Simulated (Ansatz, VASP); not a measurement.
## One calculation of NaCl, two programs

```
Na Cl
1.0
    -0.03223    2.79850    2.79850
     2.79850   -0.03223    2.79850
     2.79850    2.79850   -0.03223
Na Cl
1 1
Direct
  0.00000 0.00000 0.00000
  0.50000 0.50000 0.50000
```

Change from the starting cell: epitaxial_111 strain +1.0%.

Alike in both runs: task single point; functional PBE; k mesh 8 × 8 × 8; occupations fermi-dirac, width 0.02 eV; no spin polarisation.

```csv
,VASP,Ansatz
version,VASP 6.6.1,Ansatz 0.2.0
potentials or method,"VASP PAW PBE potentials, release 64 (Na_pv, Cl)","plane waves, PAW"
plane-wave cutoff (eV),520,420
valence electrons in the cell,14,16
```

|  | VASP | Ansatz | Ansatz less VASP |
| --- | --- | --- | --- |
| gap on the k mesh at the Fermi level (eV) | 5.09 | 5.09 | 0.000 |
| pressure (GPa) | 0.9 | 0.9 | +0.03 |
| traceless stress, the component that is largest in VASP (GPa) | 0.14 | 0.14 | 0.000 |

VASP's potentials hold 14 valence electrons a cell and Ansatz's 16, so a difference there can come from the potentials and not from the codes.
